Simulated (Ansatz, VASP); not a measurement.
# One calculation of SnTe, two programs

```xyz
2
Lattice="-0.0316 3.1407 3.1407 3.1407 -0.0316 3.1407 3.1407 3.1407 -0.0316" Properties=species:S:1:pos:R:3 pbc="T T T"
Sn    0.0000    0.0000    0.0000
Te    3.1249    3.1249    3.1249
```

Change from the starting cell: equal xy, yz and zx shear strains of -1 %.

Alike in both runs: task single point; functional PBEsol; k mesh 11 × 11 × 11; occupations fermi-dirac, width 0.08 eV; no spin polarisation.

```csv
,VASP,Ansatz
version,VASP 6.6.1,Ansatz 0.2.0
potentials or method,"VASP PAW PBE potentials, release 64 (Sn_d, Te), cutoff 520 eV","all-electron LAPW, scalar-relativistic"
```

|  | VASP | Ansatz | Ansatz less VASP |
| --- | --- | --- | --- |
| pressure (GPa) | -0.6 | -0.5 | +0.03 |
| traceless stress, the component that is largest in VASP (GPa) | 0.16 | 0.16 | 0.000 |

VASP's potentials were made for PBE, not for PBEsol. Ansatz ran all-electron here, and VASP with PAW potentials.

Neither program's run includes spin-orbit coupling.
